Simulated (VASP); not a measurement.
# Mg5Zn3O8 (an interface model) in VASP: further runs, part 2 of 2

VASP 6.6.1. The steps go on from the part before.

### Step 5. Single point, PBE

INCAR

```
SYSTEM = Mg5Zn3O8
  ALGO = Normal
  EDIFF = 1E-6
  ENCUT = 520
  GGA = PE
  ISIF = 2
  ISMEAR = -1
  LASPH = .TRUE.
  LCHARG = .FALSE.
  LREAL = Auto
  LWAVE = .FALSE.
  NBANDS = 116
  NELM = 80
  PREC = Accurate
  SIGMA = 0.05
```

KPOINTS

```
k-points
0
G
  3 4 1
  0 0 0
```

POSCAR

```
Mg5Zn3O8
1.0
    0.0000000000      0.0000000000      5.3307830000
    3.3019390000      0.0000000000      0.0000000000
    0.0000000000     22.5490790000      0.0000000000
Zn Mg O
6 10 16
Direct
    0.4984800000      0.4811840000      0.0374390000
    0.4962460000      0.0020850000      0.1605980000
    0.4944760000      0.5169340000      0.2847230000
    0.9919720000      0.9930690000      0.0816700000
    0.9982030000      0.5203750000      0.2067790000
    0.0040340000      0.0176070000      0.3246350000
    0.4923290000      0.9663370000      0.4071400000
    0.4887310000      0.5088610000      0.5340880000
    0.4841360000      0.9993900000      0.6591800000
    0.4909910000      0.4937970000      0.7846620000
    0.5096890000      0.9955080000      0.9146650000
    0.9887750000      0.4740830000      0.4472940000
    0.9957930000      0.9898400000      0.5789490000
    0.9980070000      0.4798480000      0.7019370000
    0.9979410000      0.0040770000      0.8300460000
    0.9911130000      0.5115350000      0.9575420000
    0.3844980000      0.0069590000      0.0788950000
    0.3708260000      0.5237190000      0.2060420000
    0.3795360000      0.0107970000      0.3253380000
    0.3752590000      0.4884100000      0.4457210000
    0.3710160000      0.9746460000      0.5728420000
    0.3855250000      0.5022840000      0.7065460000
    0.3679450000      0.9733840000      0.8296070000
    0.3799080000      0.5057310000      0.9559800000
    0.8767030000      0.4913300000      0.0438400000
    0.8711100000      0.9919700000      0.1629010000
    0.8795320000      0.5295440000      0.2855760000
    0.8618460000      0.9837360000      0.4053860000
    0.8946060000      0.4942630000      0.5340520000
    0.8741700000      0.9979740000      0.6628860000
    0.8742900000      0.4996530000      0.7876350000
    0.8807340000      0.9796330000      0.9170620000
```

Potentials or basis: VASP PAW PBE potentials, release 64 (Zn, Mg, O).

Started as:

```
> cat potpaw_PBE.64/Zn/POTCAR potpaw_PBE.64/Mg/POTCAR potpaw_PBE.64/O/POTCAR > POTCAR
> mpirun -np 1 vasp_std > vasp.out
```

OUTCAR:

```text
SYSTEM = Mg5Zn3O8
   EDIFF = 1E-6
   ENCUT = 520
   GGA = PE
   ISIF = 2
   ISMEAR = -1
   LASPH = .TRUE.
   LREAL = Auto
   NELM = 80
   PREC = Accurate

 ion  position               nearest neighbor table
   1  0.498  0.481  0.037-  17 1.92  24 1.94  25 2.02  17 2.06  16 3.19  11 3.20  11 3.25  16 3.25

   2  0.496  0.002  0.161-  17 1.94  18 2.00  26 2.00  18 2.11
   3  0.494  0.517  0.285-  18 1.89  19 1.97  19 2.00  27 2.05   7 3.13   7 3.31
   4  0.992  0.993  0.082-  26 1.94  25 1.95  25 1.96  17 2.09  16 3.22  16 3.28
   5  0.998  0.520  0.207-  27 1.89  26 1.97  18 1.99  26 2.12
   6  0.004  0.018  0.325-  27 1.95  28 1.98  19 2.00  27 2.02  12 3.15   7 3.20  12 3.30   7 3.31

   7  0.492  0.966  0.407-  20 1.91  19 1.95  28 1.97  20 2.03   3 3.13   6 3.20  12 3.24   8 3.24
                            12 3.26  12 3.27  12 3.29   3 3.31   6 3.31   8 3.38
   8  0.489  0.509  0.534-  21 1.88  21 2.07  20 2.08  29 2.16  13 3.23   7 3.24   9 3.25   9 3.28
                            13 3.29  13 3.30  12 3.31  12 3.31  13 3.36   7 3.38
   9  0.484  0.999  0.659-  22 2.03  21 2.04  22 2.04  30 2.08  13 3.17  14 3.19   8 3.25  14 3.25
                            10 3.27  13 3.27   8 3.28  10 3.29  14 3.31  14 3.37
  10  0.491  0.494  0.785-  22 1.85  23 1.99  31 2.04  23 2.10  14 3.22  15 3.25   9 3.27  14 3.28
                            15 3.29   9 3.29  15 3.31  15 3.35  11 3.36  11 3.37
  11  0.510  0.996  0.915-  32 1.98  24 1.99  24 2.05  23 2.06  16 3.17   1 3.20  15 3.23  16 3.23
                             1 3.25  15 3.33  16 3.34  10 3.36  10 3.37  16 3.39
  12  0.989  0.474  0.447-  28 1.99  29 2.02  28 2.05  20 2.06   6 3.15   7 3.24   7 3.26   7 3.27
                             7 3.29   6 3.30   8 3.31   8 3.31  13 3.37  13 3.42
  13  0.996  0.990  0.579-  29 2.00  30 2.00  21 2.01  29 2.02   9 3.17  14 3.21   8 3.23  14 3.24
                             9 3.27   8 3.29   8 3.30   8 3.36  12 3.37  12 3.42
[... 8 lines left out ...]
  19  0.380  0.011  0.325-   7 1.95   3 1.97   3 2.00   6 2.00
  20  0.375  0.488  0.446-   7 1.91   7 2.03  12 2.06   8 2.08
  21  0.371  0.975  0.573-   8 1.88  13 2.01   9 2.04   8 2.07
  22  0.386  0.502  0.707-  10 1.85   9 2.03   9 2.04  14 2.07
[... 8 lines left out ...]
  31  0.874  0.500  0.788-  15 2.01  15 2.03  14 2.04  10 2.04
  32  0.881  0.980  0.917-  16 1.89  11 1.98  15 2.06  16 2.06

  LATTYP: Found a simple orthorhombic cell.
 ALAT       =     3.3019390000
 B/A-ratio  =     1.6144401820
 C/A-ratio  =     6.8290416631

  Lattice vectors:

 A1 = (  -3.3019390000,   0.0000000000,   0.0000000000)
 A2 = (   0.0000000000,   0.0000000000,   5.3307830000)
 A3 = (   0.0000000000,  22.5490790000,   0.0000000000)

Analysis of symmetry for initial positions (statically):
=====================================================================
 Subroutine PRICEL returns:
 Original cell was already a primitive cell.

 Routine SETGRP: Setting up the symmetry group for a
 simple orthorhombic supercell.

 Subroutine GETGRP returns: Found  1 space group operations
 (whereof  1 operations were pure point group operations)
 out of a pool of  8 trial point group operations.

The static configuration has the point symmetry C_1 .

Analysis of symmetry for dynamics (positions and initial velocities):
=====================================================================
 Subroutine PRICEL returns:
 Original cell was already a primitive cell.

 Routine SETGRP: Setting up the symmetry group for a
 simple orthorhombic supercell.

 Subroutine GETGRP returns: Found  1 space group operations
 (whereof  1 operations were pure point group operations)
[... 127 lines left out ...]
   number of dos      NEDOS =    301   number of ions     NIONS =     32
   total plane-waves  NPLWV = 188160
   dimension x,y,z NGX =    40 NGY =   28 NGZ =  168
   dimension x,y,z NGXF=    80 NGYF=   56 NGZF=  336
   ions per type =               6  10  16
   NGX,Y,Z   is equivalent  to a cutoff of  12.47, 14.10, 12.39 a.u.
   NGXF,Y,Z  is equivalent  to a cutoff of  24.95, 28.19, 24.77 a.u.
 SYSTEM =  Mg5Zn3O8
   PREC   = accura    normal or accurate (medium, high low for compatibility)
   ISTART =      0    job   : 0-new  1-cont  2-samecut
   ICHARG =      2    charge: 1-file 2-atom 10-const
   ISPIN  =      1    spin polarized calculation?
   LNONCOLLINEAR =      F non collinear calculations
   LSORBIT =      F    spin-orbit coupling
   LASPH  =      T    aspherical Exc in radial PAW
   ENCUT  =  520.0 eV  38.22 Ry    6.18 a.u.   9.91  6.14 41.93*2*pi/ulx,y,z
   NELM   =     80;   NELMIN=  2; NELMDL= -5     # of ELM steps
   EDIFF  = 0.1E-05   stopping-criterion for ELM
   LREAL  =      T    real-space projection
   EDIFFG = 0.1E-04   stopping-criterion for IOM
   NSW    =      0    number of steps for IOM
   IBRION =     -1    ionic relax: 0-MD 1-quasi-New 2-CG
   NFREE  =      0    steps in history (QN), initial steepest desc. (CG)
   ISIF   =      2    stress and relaxation
   ISYM   =      2    0-nonsym 1-usesym 2-fastsym
   POTIM  = 0.5000    time-step for ionic-motion
   TEBEG  =    0.0;   TEEND  =   0.0 temperature during run
   PSTRESS=    0.0 pullay stress
   NELECT =     188.0000    total number of electrons
   NUPDOWN=      -1.0000    fix difference up-down
   EMIN   =  10.00;   EMAX   =-10.00  energy-range for DOS
   EFERMI =   0.00;   METHOD = LEGACY
   ISMEAR =    -1;   SIGMA  =   0.05  broadening in eV -4-tet -1-fermi 0-gaus
   EFERMI_NEDOS =   21; number of points for ismear=-14 and -15
   IALGO  =     38    algorithm
   IMIX   =      4    mixing-type and parameters
     AMIX     =   0.40;   BMIX     =  1.00
     AMIX_MAG =   1.60;   BMIX_MAG =  1.00
  volume/ion in A,a.u.               =      12.40        83.70
  Fermi-wavevector in a.u.,A,eV,Ry     =   1.276139  2.411552 22.157490  1.628530
  Thomas-Fermi vector in A             =   2.408811
   LORBIT       =      0    0 simple, 1 ext, 2 COOP (PROOUT), +10 PAW based schemes
   GGA     = PE    functional components
   LHFCALC =     F    Hartree Fock is set to
   AEXX    =    0.0000 exact exchange contribution
   IVDW    =     0    specifies the selected vdW correction
   LEPSILON=     F    determine dielectric tensor
   LRPA    =     F    only Hartree local field effects (RPA)
 non-spin polarized calculation
  energy-cutoff  :      520.00
  volume of cell :      396.91
 maximum number of plane-waves:     10724
   NGX = 19   NGY = 13   NGZ = 83

 number of electron     188.0000006 magnetization

 Free energy of the ion-electron system (eV)
  ---------------------------------------------------
  ext. energy  EPLUGINS =         0.00000000
  ---------------------------------------------------
  free energy    TOTEN  =      -170.02058374 eV

  energy without entropy =     -170.02058258  energy(sigma->0) =     -170.02058316

 E-fermi :   2.4508     XC(G=0):  -9.9621

 val. band max:        1.8275748353   @ k =   0.0000   0.0000   0.0000
 cond. band min:       3.0600495694   @ k =   0.0000   0.0000   0.0000
 fundamental gap:      1.2324747342
 Fermi energy:         2.4508369370

 k-point     1 :       0.0000    0.0000    0.0000
  band No.  band energies     occupation
      1     -16.1647      2.00000
      2     -15.9296      2.00000
      3     -15.9016      2.00000
      4     -15.7341      2.00000
      5     -15.6455      2.00000
      6     -15.4479      2.00000
[... 752 lines left out ...]
    105       8.0937      0.00000
    106       8.2165      0.00000
 [bands above 106 left out]

------------------------ aborting loop because EDIFF is reached ----------------------------------------

  FORCE on cell =-STRESS in cart. coord.  units (eV):
  Direction    XX          YY          ZZ          XY          YZ          ZX
  --------------------------------------------------------------------------------------
  -------------------------------------------------------------------------------------
  Total        0.4817694      6.4638669     -7.4843141     -0.9365575      0.8629901     -0.1574992
  in kB        1.9447373     26.0924060    -30.2116003     -3.7805602      3.4835941     -0.6357699
  external PRESSURE =      -0.7248190 kB  Pullay stress =       0.0000000 kB

 VOLUME and BASIS-vectors are now :
 -----------------------------------------------------------------------------
  energy-cutoff  :      520.00
  volume of cell :      396.91
      direct lattice vectors                 reciprocal lattice vectors
     0.000000000  0.000000000  5.330783000     0.000000000  0.000000000  0.187589703
     3.301939000  0.000000000  0.000000000     0.302852354  0.000000000  0.000000000
     0.000000000 22.549079000  0.000000000     0.000000000  0.044347709  0.000000000

 POSITION                                       TOTAL-FORCE (eV/Angst)
 -----------------------------------------------------------------------------------
      1.58884      0.84421      2.65729         0.630037      0.355994      0.147597
      0.00688      3.62134      2.64538         0.275732      0.599098      0.044738
      1.70688      6.42024      2.63594        -0.197920      0.538053      0.504464
      3.27905      1.84158      5.28799        -0.022642      0.065888      0.515611
      1.71825      4.66268      5.32120        -0.471998     -1.178258      0.085285
      0.05814      7.32022      0.02150         0.280701     -0.028730      0.009904
[... 24 lines left out ...]
      1.64982     17.76044      4.66065        -0.057908     -0.203364      0.070459
      3.23469     20.67890      4.69500         1.119046     -0.758640     -0.117491
 -----------------------------------------------------------------------------------
    total drift:                                0.007234      0.008663     -0.004860

  FREE ENERGIE OF THE ION-ELECTRON SYSTEM (eV)
  ---------------------------------------------------
  free  energy   TOTEN  =      -170.0205837370 eV

  energy  without entropy=     -170.0205825807  energy(sigma->0) =     -170.02058316
```

Run time: 19 min. Hardware: 1 thread of Intel Xeon 8259CL, shared host; peak memory 0.56 GiB.

Results:

```yaml
Free_energy: -170.0206 eV
Pressure: -0.1 GPa
Largest_force: 2.533 eV/Å
Band_gap_on_the_k_mesh: 1.23 eV
```

Forces in eV/Å, atoms in the order of the input:
```
Zn   0.630  0.356  0.148
Zn   0.276  0.599  0.045
Zn  -0.198  0.538  0.504
Zn  -0.023  0.066  0.516
Zn  -0.472 -1.178  0.085
Zn   0.281 -0.029  0.010
Mg   0.832 -0.283  0.104
Mg  -1.202 -1.270  0.484
Mg  -0.044  0.430  0.512
Mg  -0.292  1.954  0.518
Mg   0.141 -0.074 -0.746
Mg   0.287 -0.168  0.198
Mg   0.085 -0.850 -0.226
Mg   0.662  1.032 -0.194
Mg  -0.244  0.209 -0.272
Mg  -1.016  0.653  0.669
O   -0.640 -0.120 -0.675
O   -0.429 -1.254  0.017
O    0.197  0.074 -0.225
O   -0.657  1.181 -0.263
O    1.207  1.305  0.186
O   -0.174 -2.366 -0.890
O    0.572 -0.058  0.606
O   -0.270 -0.772 -0.210
O    0.123 -1.140  0.046
O    0.595  0.544  0.044
O   -0.530  0.808 -0.563
O   -0.143  1.032  0.453
O   -0.138  0.341 -0.837
O   -0.477 -0.597  0.002
O   -0.058 -0.203  0.070
O    1.119 -0.759 -0.117
```

Levels at points of the mesh, in eV from the valence-band top:
```
           k point  band 90  band 91  band 92  band 93  band 94  band 95  band 96  band 97  band 98  band 99
(0.00, 0.00, 0.00)    -0.44    -0.38    -0.23    -0.07     0.00     1.23     1.87     2.28     3.45     3.61
(0.00, 0.50, 0.00)    -1.17    -1.09    -0.98    -0.82    -0.73     4.96     5.30     5.66     5.74     5.85
```

Caveat: the k points lie up to 0.48 Å⁻¹ apart.

### Step 6. Summary

```csv
level,k mesh,gap on the mesh (eV),pressure (GPa),largest force (eV/Å)
PBEsol,2 × 2 × 1,1.09,-3.6,2.52
PBEsol,3 × 4 × 1,1.14,-4.0,2.49
PBEsol+D3(BJ),3 × 4 × 1,1.14,-6.4,2.49
PBE,3 × 4 × 1,1.23,-0.1,2.53
```

Alike in all rows: task single point; potentials or basis VASP PAW PBE potentials, release 64 (Zn, Mg, O); no spin polarisation; cell as given; cutoff (eV) 520; smearing fermi-dirac 0.05 eV.

Caveats: all runs use coarse meshes; the PAW data sets were made with another functional, which shifts forces and pressure a little (at least some runs); three body term missing (at least some runs).

Total energies depend on the potentials used, so only differences within one code and one set of settings carry meaning.
